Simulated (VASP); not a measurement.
MgO:

```
Mg O
1.0
     3.22001    0.00000    0.00000
    -1.61000    2.78861    0.00000
     0.00000    0.00000    5.25825
Mg O
2 2
Cartesian
  0.0000 0.0000 0.0000
  0.0000 1.8591 2.6291
  0.0000 0.0000 1.9718
  0.0000 1.8591 4.6010
```

| Property | Result |
| --- | --- |
| Program | VASP 6.6.1 |
| Task | relaxation of cell and atoms |
| Functional | r2SCAN |
| Potentials or basis | VASP PAW PBE potentials, release 64 (Mg, O) |
| Cutoff | 600 eV |
| k mesh | 9 × 9 × 4 |
| Occupations | gaussian, width 0.02 eV |
| Spin | no spin polarisation |

At the start: pressure -0.2 GPa; volume 11.80 Å³/atom.

Task: Where does the relaxation end?

Result: Over 11 steps the energy falls by 8.6 meV/atom and the volume is 11.72 Å³/atom (-0.7 %); space group P6_3mc (No. 186, to 0.05 Å).

Step by step:
| step | energy change (eV) | largest force (eV/Å) | pressure (GPa) | volume (Å³) |
| --- | --- | --- | --- | --- |
| 1 | 0.0000 | 0.1589 | -0.18 | 47.22 |
| 2 | -0.0133 | 0.1658 | 0.02 | 47.12 |
| 3 | -0.0273 | 0.2274 | 0.50 | 46.84 |
| 4 | -0.0339 | 0.0043 | -0.14 | 46.99 |
| 5 | -0.0339 | 0.0033 | -0.17 | 46.99 |
| 6 | -0.0339 | 0.0075 | -0.18 | 47.00 |
| 7 | -0.0342 | 0.0095 | -0.05 | 46.94 |
| 8 | -0.0344 | 0.0091 | 0.14 | 46.84 |
| 9 | -0.0344 | 0.0090 | 0.20 | 46.81 |
| 10 | -0.0344 | 0.0112 | -0.10 | 46.90 |
| 11 | -0.0345 | 0.0030 | 0.02 | 46.86 |

Final structure:
```
CELL_PARAMETERS angstrom
3.28246 0.00000 0.00000
-1.64123 2.84270 0.00000
0.00000 0.00000 5.02213
ATOMIC_POSITIONS crystal
Mg 0.00000 0.00000 0.99010
Mg 0.33333 0.66667 0.49010
O 0.00000 0.00000 0.38490
O 0.33333 0.66667 0.88490
```

Caveat: the PAW data sets were made with another functional, which shifts forces and pressure a little.
